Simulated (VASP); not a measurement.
# Ta (P6_3/mmc) in VASP: further runs

Ta is run at these levels: LDA; tasks: single point.

Program: VASP 6.6.1. These are calculated values, not measurements. Logs are shortened: lines on timing, memory, paths and dates and some standing lists are left out, and cuts for length are marked.

### Step 1. The cell of the first run

Symmetry: P6_3/mmc, No. 194, hexagonal system. The conventional cell has a = 2.900 Å, b = 2.900 Å, c = 5.166 Å, α = 90.00°, β = 90.00°, γ = 120.00°. Within 3.8 Å of Ta (site symmetry -6m2) lie 12 Ta at 2.90 to 3.08 Å.

This isn't the form of Ta at room conditions, which is bcc.

### Step 2. Single point, LDA

Input file INCAR:

```
ALGO = Fast
EDIFF = 1E-6
ENCUT = 520
GGA = CA
ISIF = 2
ISMEAR = 0
LASPH = True
LCHARG = False
LREAL = False
LWAVE = False
NBANDS = 18
NELM = 100
PREC = Accurate
SIGMA = 0.15
```

Input file KPOINTS:

```
k-points
0
Gamma
  18 18 10
```

Input file POSCAR:

```
Ta
1.0
    2.9003720726      0.0000000000      0.0000000000
   -1.4501860363      2.5117958953      0.0000000000
    0.0000000000      0.0000000000      5.1662740000
Ta
2
Direct
    0.6666666667      0.3333333333      0.7500000000
    0.3333333333      0.6666666667      0.2500000000
```

Potentials or basis: VASP PAW LDA potentials, release 64 (Ta_pv).

The run is started by

```
> cat potpaw_LDA.64/Ta_pv/POTCAR > POTCAR
> mpirun -np 1 vasp_std > vasp.out
```

OUTCAR:

```text
EDIFF = 1E-6
   ENCUT = 520
   GGA = CA
   ISIF = 2
   ISMEAR = 0
   LASPH = True
   LREAL = False
   NELM = 100
   PREC = Accurate

 ion  position               nearest neighbor table
   1  0.667  0.333  0.750-   2 3.08   2 3.08   2 3.08   2 3.08   2 3.08   2 3.08
   2  0.333  0.667  0.250-   1 3.08   1 3.08   1 3.08   1 3.08   1 3.08   1 3.08

  LATTYP: Found a hexagonal cell.
 ALAT       =     2.9003720726
 C/A-ratio  =     1.7812452577

  Lattice vectors:

 A1 = (   2.9003720726,   0.0000000000,   0.0000000000)
 A2 = (  -1.4501860363,   2.5117958953,   0.0000000000)
 A3 = (   0.0000000000,   0.0000000000,   5.1662740000)

Analysis of symmetry for initial positions (statically):
=====================================================================
 Subroutine PRICEL returns:
 Original cell was already a primitive cell.

 Routine SETGRP: Setting up the symmetry group for a
 hexagonal supercell.

 Subroutine GETGRP returns: Found 24 space group operations
 (whereof 12 operations were pure point group operations)
 out of a pool of 24 trial point group operations.

The static configuration has the point symmetry D_3d.
 The point group associated with its full space group is D_6h.

Analysis of symmetry for dynamics (positions and initial velocities):
=====================================================================
 Subroutine PRICEL returns:
 Original cell was already a primitive cell.

 Routine SETGRP: Setting up the symmetry group for a
 hexagonal supercell.

 Subroutine GETGRP returns: Found 24 space group operations
 (whereof 12 operations were pure point group operations)
 out of a pool of 24 trial point group operations.

The dynamic configuration has the point symmetry D_3d.
 The point group associated with its full space group is D_6h.

 Subroutine INISYM returns: Found 24 space group operations
 (whereof 12 operations are pure point group operations),
 and found     1 'primitive' translations

----------------------------------------------------------------------------------------

                                     Primitive cell

  volume of cell :      37.6370

  direct lattice vectors                    reciprocal lattice vectors
     2.900372073  0.000000000  0.000000000     0.344783350  0.199060760  0.000000000
    -1.450186036  2.511795895  0.000000000     0.000000000  0.398121520  0.000000000
     0.000000000  0.000000000  5.166274000     0.000000000  0.000000000  0.193563098

  length of vectors
     2.900372073  2.900372073  5.166274000     0.398121520  0.398121520  0.193563098

  position of ions in fractional coordinates (direct lattice)
     0.666666667  0.333333333  0.750000000
     0.333333333  0.666666667  0.250000000

  ion indices of the primitive-cell ions
   primitive index   ion index
                 1           1
                 2           2

----------------------------------------------------------------------------------------

 KPOINTS: k-points

Automatic generation of k-mesh.
 Grid dimensions read from file:
 generate k-points for:   18   18   10

 Generating k-lattice:

  Cartesian coordinates                     Fractional coordinates (reciprocal lattice)
     0.019154631  0.011058931  0.000000000     0.055555556  0.000000000  0.000000000
     0.000000000  0.022117862  0.000000000     0.000000000  0.055555556  0.000000000
     0.000000000  0.000000000  0.019356310     0.000000000  0.000000000  0.100000000

  Length of vectors
     0.022117862  0.022117862  0.019356310

  Shift w.r.t. Gamma in fractional coordinates (k-lattice)
     0.000000000  0.000000000  0.000000000

 Subroutine IBZKPT returns following result:
 ===========================================

 Found    222 irreducible k-points:

 Following reciprocal coordinates:
            Coordinates               Weight
  0.000000  0.000000  0.000000      1.000000
  0.055556  0.000000  0.000000      6.000000
  0.111111  0.000000  0.000000      6.000000
  0.166667  0.000000  0.000000      6.000000
  0.222222  0.000000  0.000000      6.000000
  0.277778  0.000000  0.000000      6.000000
[... 16 lines left out ...]
  0.333333  0.111111  0.000000     12.000000
  0.388889  0.111111  0.000000     12.000000
 [... further k-points ...]
   k-points           NKPTS =    222   k-points in BZ     NKDIM =    222   number of bands    NBANDS=     18
   number of dos      NEDOS =    301   number of ions     NIONS =      2
   total plane-waves  NPLWV =  23040
   dimension x,y,z NGX =    24 NGY =   24 NGZ =   40
   dimension x,y,z NGXF=    48 NGYF=   48 NGZF=   80
   ions per type =               2
   NGX,Y,Z   is equivalent  to a cutoff of  13.76, 13.76, 12.87 a.u.
   NGXF,Y,Z  is equivalent  to a cutoff of  27.51, 27.51, 25.74 a.u.
 SYSTEM =  unknown system
   PREC   = accura    normal or accurate (medium, high low for compatibility)
   ISTART =      0    job   : 0-new  1-cont  2-samecut
   ICHARG =      2    charge: 1-file 2-atom 10-const
   ISPIN  =      1    spin polarized calculation?
   LNONCOLLINEAR =      F non collinear calculations
   LSORBIT =      F    spin-orbit coupling
   LASPH  =      T    aspherical Exc in radial PAW
   ENCUT  =  520.0 eV  38.22 Ry    6.18 a.u.   5.39  5.39  9.61*2*pi/ulx,y,z
   NELM   =    100;   NELMIN=  2; NELMDL= -5     # of ELM steps
   EDIFF  = 0.1E-05   stopping-criterion for ELM
   LREAL  =      F    real-space projection
[... 7 lines left out ...]
   TEBEG  =    0.0;   TEEND  =   0.0 temperature during run
   PSTRESS=    0.0 pullay stress
   NELECT =      22.0000    total number of electrons
   NUPDOWN=      -1.0000    fix difference up-down
   EMIN   =  10.00;   EMAX   =-10.00  energy-range for DOS
   EFERMI =   0.00;   METHOD = LEGACY
   ISMEAR =     0;   SIGMA  =   0.15  broadening in eV -4-tet -1-fermi 0-gaus
   EFERMI_NEDOS =   21; number of points for ismear=-14 and -15
   IALGO  =     68    algorithm
   IMIX   =      4    mixing-type and parameters
     AMIX     =   0.40;   BMIX     =  1.00
     AMIX_MAG =   1.60;   BMIX_MAG =  1.00
  volume/ion in A,a.u.               =      18.82       126.99
  Fermi-wavevector in a.u.,A,eV,Ry     =   1.368812  2.586680 25.492516  1.873647
  Thomas-Fermi vector in A             =   2.494743
   LORBIT       =      0    0 simple, 1 ext, 2 COOP (PROOUT), +10 PAW based schemes
   GGA     = CA    functional components
   LHFCALC =     F    Hartree Fock is set to
   AEXX    =    0.0000 exact exchange contribution
   IVDW    =     0    specifies the selected vdW correction
   LEPSILON=     F    determine dielectric tensor
   LRPA    =     F    only Hartree local field effects (RPA)
 non-spin polarized calculation
 RMM-DIIS sequential band-by-band and
 Gauss-broadening in eV      SIGMA  =   0.15
  energy-cutoff  :      520.00
  volume of cell :       37.64
 maximum number of plane-waves:      1039
 NGX is ok and might be reduce to    24
   NGX = 11   NGY = 11   NGZ = 19

 number of electron      22.0000003 magnetization

 Free energy of the ion-electron system (eV)
  ---------------------------------------------------
  ext. energy  EPLUGINS =         0.00000000
  ---------------------------------------------------
  free energy    TOTEN  =       -24.97944871 eV

  energy without entropy =      -24.95088775  energy(sigma->0) =      -24.96516823

 E-fermi :   5.4462     XC(G=0): -12.5625

 val. band max:        5.4372259688   @ k =   0.3333  -0.0000   0.2000
 cond. band min:       5.4469189457   @ k =   0.3333   0.1111   0.1000
 fundamental gap:      0.0096929770
 Fermi energy:         5.4461905755

 k-point     1 :       0.0000    0.0000    0.0000
  band No.  band energies     occupation
      1     -28.9434      2.00000
      2     -28.1178      2.00000
      3     -27.9987      2.00000
      4     -27.9987      2.00000
      5     -27.9153      2.00000
      6     -27.9153      2.00000
[... 10 lines left out ...]
     17      10.4962      0.00000
     18      10.4962      0.00000

 k-point     2 :       0.0556    0.0000    0.0000
  band No.  band energies     occupation
      1     -28.9334      2.00000
      2     -28.1189      2.00000
      3     -28.0314      2.00000
      4     -28.0076      2.00000
      5     -27.9488      2.00000
      6     -27.9213      2.00000
[... 10 lines left out ...]
     17      10.5471      0.00000
     18      10.7702      0.00000

 k-point     3 :       0.1111    0.0000    0.0000
  band No.  band energies     occupation
      1     -28.9041      2.00000
      2     -28.1252      2.00000
      3     -28.1225      2.00000
      4     -28.0441      2.00000
      5     -28.0329      2.00000
      6     -27.9387      2.00000
[... 10 lines left out ...]
     17      10.6619      0.00000
     18      11.4258      0.00000

 k-point     4 :       0.1667    0.0000    0.0000
  band No.  band energies     occupation
      1     -28.8576      2.00000
      2     -28.2675      2.00000
      3     -28.1864      2.00000
      4     -28.1295      2.00000
      5     -28.0709      2.00000
      6     -27.9659      2.00000
[... 10 lines left out ...]
     17      10.7778      0.00000
     18      12.2543      0.00000

 k-point     5 :       0.2222    0.0000    0.0000
  band No.  band energies     occupation
      1     -28.7973      2.00000
      2     -28.4399      2.00000
      3     -28.3555      2.00000
      4     -28.1410      2.00000
      5     -28.1164      2.00000
      6     -27.9998      2.00000
[... 10 lines left out ...]
     17      10.8595      0.00000
     18      13.1388      0.00000

 k-point     6 :       0.2778    0.0000    0.0000
  band No.  band energies     occupation
      1     -28.7279      2.00000
      2     -28.6206      2.00000
      3     -28.5295      2.00000
      4     -28.1638      2.00000
      5     -28.1584      2.00000
      6     -28.0362      2.00000
[... 307 lines left out ...]
 k-point    21 :       0.2222    0.1111    0.0000
  band No.  band energies     occupation
      1     -28.7055      2.00000
      2     -28.6250      2.00000
      3     -28.5670      2.00000
      4     -28.2011      2.00000
      5     -28.1648      2.00000
      6     -28.0953      2.00000
[... 10 lines left out ...]
     17      10.5394      0.00000
     18      13.3737      0.00000

 k-point    22 :       0.2778    0.1111    0.0000
  band No.  band energies     occupation
      1     -28.7750      2.00000
      2     -28.6952      2.00000
      3     -28.6347      2.00000
      4     -28.2601      2.00000
      5     -28.1893      2.00000
      6     -28.1387      2.00000
[... 10 lines left out ...]
     17      10.8325      0.00000
     18      13.4236      0.00000

 k-point    23 :       0.3333    0.1111    0.0000
  band No.  band energies     occupation
      1     -28.8952      2.00000
      2     -28.7980      2.00000
      3     -28.5673      2.00000
      4     -28.3078      2.00000
      5     -28.2187      2.00000
      6     -28.1739      2.00000
[... 10 lines left out ...]
     17      11.8852      0.00000
     18      13.9325      0.00000

 k-point    24 :       0.3889    0.1111    0.0000
  band No.  band energies     occupation
      1     -28.9726      2.00000
      2     -28.8644      2.00000
      3     -28.5141      2.00000
      4     -28.3386      2.00000
      5     -28.2471      2.00000
      6     -28.1968      2.00000
[... 10 lines left out ...]
     17      12.7568      0.00000
     18      14.5075      0.00000

 [... further k-points ...]
[... 5 lines left out ...]
  --------------------------------------------------------------------------------------
  -------------------------------------------------------------------------------------
  Total       -2.7447674     -2.7447674     -2.3939600      0.0000000      0.0000000      0.0000000
  in kB     -116.8424427   -116.8424427   -101.9088660      0.0000000      0.0000000      0.0000000
  external PRESSURE =    -111.8645838 kB  Pullay stress =       0.0000000 kB

 VOLUME and BASIS-vectors are now :
 -----------------------------------------------------------------------------
  energy-cutoff  :      520.00
  volume of cell :       37.64
      direct lattice vectors                 reciprocal lattice vectors
     2.900372073  0.000000000  0.000000000     0.344783350  0.199060760  0.000000000
    -1.450186036  2.511795895  0.000000000     0.000000000  0.398121520  0.000000000
     0.000000000  0.000000000  5.166274000     0.000000000  0.000000000  0.193563098

 POSITION                                       TOTAL-FORCE (eV/Angst)
 -----------------------------------------------------------------------------------
      1.45019      0.83727      3.87471         0.000000     -0.000000      0.000000
     -0.00000      1.67453      1.29157        -0.000000      0.000000      0.000000
 -----------------------------------------------------------------------------------
    total drift:                               -0.000000      0.000000     -0.000000

  FREE ENERGIE OF THE ION-ELECTRON SYSTEM (eV)
  ---------------------------------------------------
  free  energy   TOTEN  =       -24.9794487060 eV

  energy  without entropy=      -24.9508877476  energy(sigma->0) =      -24.96516823
```

Run time: 2 min. Hardware: 1 thread of AMD EPYC 7R13 (Zen 3), shared host; peak memory 0.21 GiB.

What came out:

```yaml
Free_energy: -24.9794 eV
Pressure: -11.2 GPa
Band_gap_on_the_k_mesh: zero (bands 11 and 12 overlap by 2.31 eV)
```

Stress tensor (GPa, compression positive):
```
-11.68   0.00   0.00
  0.00 -11.68   0.00
  0.00   0.00 -10.19
```

Caveat: the cell stands under tension; spin-orbit coupling is left out, which moves the levels of the heavy elements.

### Step 3. Single point, LDA

Input file INCAR:

```
SYSTEM = Ta
PREC = Accurate
ENCUT = 520
EDIFF = 1E-6
ISMEAR = 0
SIGMA = 0.15
LREAL = .FALSE.
LASPH = .TRUE.
NELM = 60
ALGO = Fast
ISIF = 2
LWAVE = .FALSE.
LCHARG = .FALSE.
NBANDS = 18
```

Input file KPOINTS:

```
Automatic mesh
0
G
  21 21 10
  0 0 0
```

POSCAR is that of step 2.

Potentials or basis: VASP PAW LDA potentials, release 64 (Ta_pv).

The run is started by

```
> cat potpaw_LDA.64/Ta_pv/POTCAR > POTCAR
> mpirun -np 1 vasp_std > vasp.out
```

It took 2.8 min on 1 thread of AMD EPYC 7R13 (Zen 3), shared host; peak memory 0.24 GiB.

It converged, with:

```
Free energy            : -24.9796 eV
Pressure               : -11.2 GPa
Band gap on the k mesh : zero (bands 11 and 12 overlap by 2.30 eV)
```

Stress tensor (GPa, compression positive):
```
-11.68   0.00   0.00
  0.00 -11.68   0.00
  0.00   0.00 -10.25
```

Levels at points of the mesh, in eV from the Fermi level:
```csv
k point,band 9,band 10,band 11,band 12,band 13,band 14
"(0.00, 0.00, 0.00)",-0.58,0.04,0.57,0.57,1.12,1.12
"(0.00, 0.00, 0.50)",-1.15,-1.15,0.61,0.61,0.61,0.61
```

Caveat: the cell stands under tension; spin-orbit coupling is left out, which moves the levels of the heavy elements.
